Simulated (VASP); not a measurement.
# Na2H3 in VASP: a series of runs

Na2H3 is run at these levels: PBE; tasks: single point, relaxation of cell and atoms.

All numbers are computed with VASP 6.6.1; they aren't measurements. Logs are shortened: lines on timing, memory, paths and dates and some standing lists are left out, and cuts for length are marked.

**1. The cell of the first run**

The typed cell holds 5 atoms: a = 3.543 Å, b = 3.543 Å, c = 7.084 Å, α = 90.00°, β = 90.00°, γ = 90.00°.

**2. Single point, PBE**

INCAR reads:

```
SYSTEM = Na2H3
PREC = Accurate
ENCUT = 520
EDIFF = 1E-6
ISMEAR = 0
SIGMA = 0.1
LREAL = .False.
LASPH = .True.
NELM = 100
ALGO = Normal
ISIF = 2
LWAVE = .False.
LCHARG = .True.
GGA = PE
LELF = .True.
LVHAR = .True.
NBANDS = 16
```

KPOINTS reads:

```
Automatic mesh
0
Gamma
  10 10 6
  0 0 0
```

POSCAR reads:

```
Na2H3
1.0
    3.5434048579      0.0000000000      0.0000000000
    0.0000000000      3.5434048579      0.0000000000
    0.0000000000      0.0000000000      7.0842626526
Na H
2 3
Direct
    0.0000000000      0.0000000000      0.7136018423
    0.0000000000      0.0000000000      0.2863981577
    0.5000000000      0.0000000000      0.5000344907
    0.0000000000      0.5000000000      0.4999655093
    0.0000000000      0.0000000000      0.0000000000
```

Potentials or basis: VASP PAW PBE potentials, release 64 (Na_pv, H).

Launch:

```sh
$ cat potpaw_PBE.64/Na_pv/POTCAR potpaw_PBE.64/H/POTCAR > POTCAR
$ mpirun -np 1 vasp_std > vasp.out
```

OUTCAR:

```text
SYSTEM = Na2H3
   PREC = Accurate
   ENCUT = 520
   EDIFF = 1E-6
   ISMEAR = 0
   LREAL = .False.
   LASPH = .True.
   NELM = 100
   ISIF = 2
   GGA = PE

 ion  position               nearest neighbor table
   1  0.000  0.000  0.714-
   2  0.000  0.000  0.286-
   3  0.500  0.000  0.500-
   4  0.000  0.500  0.500-
   5  0.000  0.000  0.000-

  LATTYP: Found a simple tetragonal cell.
 ALAT       =     3.5434048579
 C/A-ratio  =     1.9992811820

  Lattice vectors:

 A1 = (   3.5434048579,   0.0000000000,   0.0000000000)
 A2 = (   0.0000000000,   3.5434048579,   0.0000000000)
 A3 = (   0.0000000000,   0.0000000000,   7.0842626526)

Analysis of symmetry for initial positions (statically):
=====================================================================
 Subroutine PRICEL returns:
 Original cell was already a primitive cell.

 Routine SETGRP: Setting up the symmetry group for a
 simple tetragonal supercell.

 Subroutine GETGRP returns: Found  8 space group operations
 (whereof  8 operations were pure point group operations)
 out of a pool of 16 trial point group operations.

The static configuration has the point symmetry D_2d.

Analysis of symmetry for dynamics (positions and initial velocities):
=====================================================================
 Subroutine PRICEL returns:
 Original cell was already a primitive cell.

 Routine SETGRP: Setting up the symmetry group for a
 simple tetragonal supercell.

 Subroutine GETGRP returns: Found  8 space group operations
 (whereof  8 operations were pure point group operations)
 out of a pool of 16 trial point group operations.

The dynamic configuration has the point symmetry D_2d.

 Subroutine INISYM returns: Found  8 space group operations
 (whereof  8 operations are pure point group operations),
 and found     1 'primitive' translations

----------------------------------------------------------------------------------------

                                     Primitive cell

  volume of cell :      88.9480

  direct lattice vectors                    reciprocal lattice vectors
     3.543404858  0.000000000  0.000000000     0.282214435  0.000000000  0.000000000
     0.000000000  3.543404858  0.000000000     0.000000000  0.282214435  0.000000000
     0.000000000  0.000000000  7.084262653     0.000000000  0.000000000  0.141157951

  length of vectors
     3.543404858  3.543404858  7.084262653     0.282214435  0.282214435  0.141157951

  position of ions in fractional coordinates (direct lattice)
     0.000000000  0.000000000  0.713601842
     0.000000000  0.000000000  0.286398158
     0.500000000  0.000000000  0.500034491
     0.000000000  0.500000000  0.499965509
     0.000000000  0.000000000  0.000000000

  ion indices of the primitive-cell ions
   primitive index   ion index
                 1           1
                 2           2
                 3           3
                 4           4
                 5           5

----------------------------------------------------------------------------------------

 KPOINTS: Automatic mesh

Automatic generation of k-mesh.
 Grid dimensions read from file:
 generate k-points for:   10   10    6

 Generating k-lattice:

  Cartesian coordinates                     Fractional coordinates (reciprocal lattice)
     0.028221444  0.000000000  0.000000000     0.100000000  0.000000000  0.000000000
     0.000000000  0.028221444  0.000000000     0.000000000  0.100000000  0.000000000
     0.000000000  0.000000000  0.023526325     0.000000000  0.000000000  0.166666667

  Length of vectors
     0.028221444  0.028221444  0.023526325

  Shift w.r.t. Gamma in fractional coordinates (k-lattice)
     0.000000000  0.000000000  0.000000000

 Subroutine IBZKPT returns following result:
 ===========================================

 Found     84 irreducible k-points:

 Following reciprocal coordinates:
            Coordinates               Weight
  0.000000  0.000000  0.000000      1.000000
  0.100000  0.000000  0.000000      4.000000
  0.200000  0.000000  0.000000      4.000000
  0.300000  0.000000  0.000000      4.000000
  0.400000  0.000000  0.000000      4.000000
  0.500000  0.000000  0.000000      2.000000
[... 16 lines left out ...]
  0.100000  0.000000  0.166667      8.000000
  0.200000  0.000000  0.166667      8.000000
 [... further k-points ...]
   k-points           NKPTS =     84   k-points in BZ     NKDIM =     84   number of bands    NBANDS=     16
   number of dos      NEDOS =    301   number of ions     NIONS =      5
   total plane-waves  NPLWV =  42336
   dimension x,y,z NGX =    28 NGY =   28 NGZ =   54
   dimension x,y,z NGXF=    56 NGYF=   56 NGZF=  108
   ions per type =               2   3
   NGX,Y,Z   is equivalent  to a cutoff of  13.14, 13.14, 12.67 a.u.
   NGXF,Y,Z  is equivalent  to a cutoff of  26.27, 26.27, 25.34 a.u.
 SYSTEM =  Na2H3
   PREC   = accura    normal or accurate (medium, high low for compatibility)
   ISTART =      0    job   : 0-new  1-cont  2-samecut
   ICHARG =      2    charge: 1-file 2-atom 10-const
   ISPIN  =      1    spin polarized calculation?
   LNONCOLLINEAR =      F non collinear calculations
   LSORBIT =      F    spin-orbit coupling
   LASPH  =      T    aspherical Exc in radial PAW
   ENCUT  =  520.0 eV  38.22 Ry    6.18 a.u.   6.59  6.59 13.17*2*pi/ulx,y,z
   NELM   =    100;   NELMIN=  2; NELMDL= -5     # of ELM steps
   EDIFF  = 0.1E-05   stopping-criterion for ELM
   LREAL  =      F    real-space projection
   EDIFFG = 0.1E-04   stopping-criterion for IOM
   NSW    =      0    number of steps for IOM
   IBRION =     -1    ionic relax: 0-MD 1-quasi-New 2-CG
   NFREE  =      0    steps in history (QN), initial steepest desc. (CG)
   ISIF   =      2    stress and relaxation
   ISYM   =      2    0-nonsym 1-usesym 2-fastsym
   POTIM  = 0.5000    time-step for ionic-motion
   TEBEG  =    0.0;   TEEND  =   0.0 temperature during run
   PSTRESS=    0.0 pullay stress
   NELECT =      17.0000    total number of electrons
   NUPDOWN=      -1.0000    fix difference up-down
   EMIN   =  10.00;   EMAX   =-10.00  energy-range for DOS
   EFERMI =   0.00;   METHOD = LEGACY
   ISMEAR =     0;   SIGMA  =   0.10  broadening in eV -4-tet -1-fermi 0-gaus
   EFERMI_NEDOS =   21; number of points for ismear=-14 and -15
   IALGO  =     38    algorithm
   IMIX   =      4    mixing-type and parameters
     AMIX     =   0.40;   BMIX     =  1.00
     AMIX_MAG =   1.60;   BMIX_MAG =  1.00
  volume/ion in A,a.u.               =      17.79       120.05
  Fermi-wavevector in a.u.,A,eV,Ry     =   0.943002  1.782015 12.099007  0.889252
  Thomas-Fermi vector in A             =   2.070666
   LORBIT       =      0    0 simple, 1 ext, 2 COOP (PROOUT), +10 PAW based schemes
   GGA     = PE    functional components
   LHFCALC =     F    Hartree Fock is set to
   AEXX    =    0.0000 exact exchange contribution
   IVDW    =     0    specifies the selected vdW correction
   LEPSILON=     F    determine dielectric tensor
   LRPA    =     F    only Hartree local field effects (RPA)
 non-spin polarized calculation
 Gauss-broadening in eV      SIGMA  =   0.10
  energy-cutoff  :      520.00
  volume of cell :       88.95
 maximum number of plane-waves:      2435
 NGX is ok and might be reduce to    28
   NGX = 13   NGY = 13   NGZ = 27

 number of electron      16.9999998 magnetization

 Free energy of the ion-electron system (eV)
  ---------------------------------------------------
  ext. energy  EPLUGINS =         0.00000000
  ---------------------------------------------------
  free energy    TOTEN  =       -10.75510480 eV

  energy without entropy =      -10.74428828  energy(sigma->0) =      -10.74969654

 E-fermi :  -2.0601     XC(G=0):  -6.4179

 val. band max:       -2.0746456285   @ k =   0.5000   0.3000   0.0000
 cond. band min:      -2.0500352498   @ k =   0.4000   0.4000   0.5000
 fundamental gap:      0.0246103787
 Fermi energy:        -2.0600678419

 k-point     1 :       0.0000    0.0000    0.0000
  band No.  band energies     occupation
      1     -24.7512      2.00000
      2     -24.7512      2.00000
      3     -24.7428      2.00000
      4     -24.7428      2.00000
      5     -24.7216      2.00000
      6     -24.6383      2.00000
[... 8 lines left out ...]
     15       9.7671      0.00000
     16       9.7950      0.00000

 k-point     2 :       0.1000    0.0000    0.0000
  band No.  band energies     occupation
      1     -24.7546      2.00000
      2     -24.7509      2.00000
      3     -24.7458      2.00000
      4     -24.7425      2.00000
      5     -24.7210      2.00000
      6     -24.6380      2.00000
[... 8 lines left out ...]
     15       8.6664      0.00000
     16       9.0722      0.00000

 k-point     3 :       0.2000    0.0000    0.0000
  band No.  band energies     occupation
      1     -24.7636      2.00000
      2     -24.7537      2.00000
      3     -24.7502      2.00000
      4     -24.7419      2.00000
      5     -24.7194      2.00000
      6     -24.6373      2.00000
[... 8 lines left out ...]
     15       8.3176      0.00000
     16       8.6756      0.00000

 k-point     4 :       0.3000    0.0000    0.0000
  band No.  band energies     occupation
      1     -24.7746      2.00000
      2     -24.7635      2.00000
      3     -24.7494      2.00000
      4     -24.7411      2.00000
      5     -24.7176      2.00000
      6     -24.6365      2.00000
[... 8 lines left out ...]
     15       8.8472      0.00000
     16       9.1623      0.00000
[... 324 lines left out ...]
 k-point    22 :       0.0000    0.0000    0.1667
  band No.  band energies     occupation
      1     -24.7511      2.00000
      2     -24.7511      2.00000
      3     -24.7429      2.00000
      4     -24.7429      2.00000
      5     -24.7197      2.00000
      6     -24.6402      2.00000
[... 8 lines left out ...]
     15       9.4598      0.00000
     16      10.1454      0.00000

 k-point    23 :       0.1000    0.0000    0.1667
  band No.  band energies     occupation
      1     -24.7546      2.00000
      2     -24.7508      2.00000
      3     -24.7459      2.00000
      4     -24.7426      2.00000
      5     -24.7191      2.00000
      6     -24.6400      2.00000
[... 8 lines left out ...]
     15       8.5509      0.00000
     16       9.7183      0.00000

 k-point    24 :       0.2000    0.0000    0.1667
  band No.  band energies     occupation
      1     -24.7635      2.00000
      2     -24.7538      2.00000
      3     -24.7501      2.00000
      4     -24.7420      2.00000
      5     -24.7176      2.00000
      6     -24.6393      2.00000
[... 8 lines left out ...]
     15       8.3468      0.00000
     16       9.1228      0.00000

 [... further k-points ...]
[... 5 lines left out ...]
  --------------------------------------------------------------------------------------
  -------------------------------------------------------------------------------------
  Total       -0.0472507     -0.0472507     -0.0178892      0.0000000      0.0000000      0.0000000
  in kB       -0.8511031     -0.8511031     -0.3222290      0.0000000      0.0000000      0.0000000
  external PRESSURE =      -0.6748117 kB  Pullay stress =       0.0000000 kB

 VOLUME and BASIS-vectors are now :
 -----------------------------------------------------------------------------
  energy-cutoff  :      520.00
  volume of cell :       88.95
      direct lattice vectors                 reciprocal lattice vectors
     3.543404858  0.000000000  0.000000000     0.282214435  0.000000000  0.000000000
     0.000000000  3.543404858  0.000000000     0.000000000  0.282214435  0.000000000
     0.000000000  0.000000000  7.084262653     0.000000000  0.000000000  0.141157951

 POSITION                                       TOTAL-FORCE (eV/Angst)
 -----------------------------------------------------------------------------------
      0.00000      0.00000      5.05534         0.000000      0.000000     -0.002347
      0.00000      0.00000      2.02892         0.000000      0.000000      0.002347
      1.77170      0.00000      3.54238        -0.000000     -0.000000     -0.000468
      0.00000      1.77170      3.54189        -0.000000      0.000000      0.000468
      0.00000      0.00000      0.00000        -0.000000      0.000000      0.000000
 -----------------------------------------------------------------------------------
    total drift:                               -0.000000     -0.000000      0.000000

  FREE ENERGIE OF THE ION-ELECTRON SYSTEM (eV)
  ---------------------------------------------------
  free  energy   TOTEN  =       -10.7551048003 eV

  energy  without entropy=      -10.7442882756  energy(sigma->0) =      -10.74969654
```

Wall time 42 s (1 thread of Intel Xeon 6975P-C (Granite Rapids), shared host); peak memory 0.24 GiB.

What came out:

| Quantity | Value |
| --- | --- |
| Free energy | -10.7551 eV |
| Pressure | -0.1 GPa |

Forces in eV/Å, atoms in the order of the input:
```
Na   0.000  0.000 -0.002
Na   0.000  0.000  0.002
H    0.000  0.000  0.000
H    0.000  0.000  0.000
H    0.000  0.000  0.000
```

Levels at points of the mesh, in eV from the Fermi level:
```
           k point  band 4  band 5  band 6  band 7  band 8  band 9  band 10  band 11  band 12  band 13
(0.00, 0.00, 0.00)  -22.68  -22.66  -22.58   -4.12   -1.40    1.64     2.51     6.42     9.95     9.95
(0.50, 0.00, 0.00)  -22.68  -22.66  -22.58   -1.86   -1.65   -0.38     4.42     5.35     5.64     9.35
(0.50, 0.50, 0.00)  -22.71  -22.65  -22.57   -0.85   -0.85    0.18     5.22     5.62     6.67     6.67
(0.00, 0.00, 0.50)  -22.68  -22.65  -22.59   -4.04   -1.71    1.65     3.91     4.78     9.73    10.08
(0.50, 0.00, 0.50)  -22.68  -22.65  -22.58   -1.73   -1.64   -0.60     3.75     6.84     7.15     7.50
(0.50, 0.50, 0.50)  -22.71  -22.64  -22.58   -0.85   -0.85    0.21     5.41     5.42     6.05     6.05
```

**3. Single point, PBE**

INCAR reads:

```
SYSTEM = Na2H3
PREC = Accurate
ENCUT = 520
EDIFF = 1E-6
ISMEAR = 0
SIGMA = 0.1
LREAL = .FALSE.
LASPH = .TRUE.
NELM = 100
ALGO = Normal
ISIF = 2
LWAVE = .FALSE.
LCHARG = .FALSE.
GGA = PE
NBANDS = 16
```

KPOINTS reads:

```
regular mesh
0
G
  10 10 6
  0 0 0
```

POSCAR is that of step 2.

Potentials or basis: VASP PAW PBE potentials, release 64 (Na_pv, H).

Launch:

```sh
$ cat potpaw_PBE.64/Na_pv/POTCAR potpaw_PBE.64/H/POTCAR > POTCAR
$ mpirun -np 1 vasp_std > vasp.out
```

Wall time 41 s (1 thread of Intel Xeon 6975P-C (Granite Rapids), shared host); peak memory 0.24 GiB.

It converged, with:

* Free energy: -10.7551 eV
* Pressure: -0.1 GPa

Forces on the atoms (eV/Å):
```
Na   0.000  0.000 -0.002
Na   0.000  0.000  0.002
H    0.000  0.000  0.000
H    0.000  0.000  0.000
H    0.000  0.000  0.000
```

Levels at points of the mesh, in eV from the Fermi level:
```tsv
k point	band 4	band 5	band 6	band 7	band 8	band 9	band 10	band 11	band 12	band 13
(0.00, 0.00, 0.00)	-22.68	-22.66	-22.58	-4.12	-1.40	1.64	2.51	6.42	9.95	9.95
(0.50, 0.00, 0.00)	-22.68	-22.66	-22.58	-1.86	-1.65	-0.38	4.42	5.35	5.64	9.35
(0.50, 0.50, 0.00)	-22.71	-22.65	-22.57	-0.85	-0.85	0.18	5.22	5.62	6.67	6.67
(0.00, 0.00, 0.50)	-22.68	-22.65	-22.59	-4.04	-1.71	1.65	3.91	4.78	9.73	10.08
(0.50, 0.00, 0.50)	-22.68	-22.65	-22.58	-1.73	-1.64	-0.60	3.75	6.84	7.15	7.50
(0.50, 0.50, 0.50)	-22.71	-22.64	-22.58	-0.85	-0.85	0.21	5.41	5.42	6.05	6.05
```

**4. Relaxation of cell and atoms, PBE**

INCAR reads:

```
PREC     = Accurate       # precision mode
ENCUT    = 600            # plane-wave cutoff, eV
EDIFF    = 1E-6           # SCF threshold, eV
ISMEAR   = 0              # smearing method
SIGMA    = 0.1            # smearing width, eV
LREAL    = False          # projectors in reciprocal space
LASPH    = True           # aspherical terms in the spheres
NELM     = 100            # most SCF steps
ALGO     = Normal         # electronic algorithm
ISIF     = 3              # what is computed and relaxed
LWAVE    = False          # write WAVECAR
LCHARG   = False          # write CHGCAR
GGA      = PE             # functional
IBRION   = 2              # ionic algorithm
NSW      = 100            # ionic steps
EDIFFG   = -0.01          # ionic threshold
```

KPOINTS reads:

```
Automatic mesh
0
Gamma
  10 10 6
```

POSCAR is that of step 3.

Launch:

```sh
$ cat potpaw_PBE.64/Na_pv/POTCAR potpaw_PBE.64/H/POTCAR > POTCAR
$ mpirun -np 1 vasp_std > vasp.out
```

Wall time 34 s (1 thread of Intel Xeon 6975P-C (Granite Rapids), shared host); peak memory 0.25 GiB.

It converged, with:

```yaml
Free_energy: -10.7557 eV
Pressure_after_relaxing: 0.0 GPa
```

Forces on the atoms (eV/Å):
```
Na   0.000  0.000 -0.002
Na   0.000  0.000  0.002
H    0.000  0.000  0.000
H    0.000  0.000  0.000
H    0.000  0.000  0.000
```

Final structure:
```yaml
crystal:
  lattice:
    - [3.54340, 0.00000, 0.00000]
    - [0.00000, 3.54340, 0.00000]
    - [0.00000, 0.00000, 7.08426]
  atoms:
    - { symbol: Na, position: [0.00000, 0.00000, 0.71360] }
    - { symbol: Na, position: [0.00000, 0.00000, 0.28640] }
    - { symbol: H, position: [0.50000, 0.00000, 0.50003] }
    - { symbol: H, position: [0.00000, 0.50000, 0.49997] }
    - { symbol: H, position: [0.00000, 0.00000, 0.00000] }
```

Levels at points of the mesh, in eV from the Fermi level:
```
           k point  band 5  band 6  band 7  band 8  band 9  band 10  band 11  band 12
(0.00, 0.00, 0.00)  -22.66  -22.58   -4.12   -1.40    1.64     2.51     6.42     9.95
(0.50, 0.00, 0.00)  -22.66  -22.58   -1.86   -1.65   -0.38     4.42     5.35     5.64
(0.50, 0.50, 0.00)  -22.65  -22.57   -0.85   -0.85    0.18     5.22     5.62     6.67
(0.00, 0.00, 0.50)  -22.65  -22.59   -4.04   -1.71    1.65     3.91     4.78     9.73
(0.50, 0.00, 0.50)  -22.65  -22.58   -1.73   -1.64   -0.60     3.75     6.84     7.15
(0.50, 0.50, 0.50)  -22.64  -22.58   -0.85   -0.85    0.21     5.41     5.42     6.05
```

Caveat: the relaxation stopped at its first step, so nothing moved.
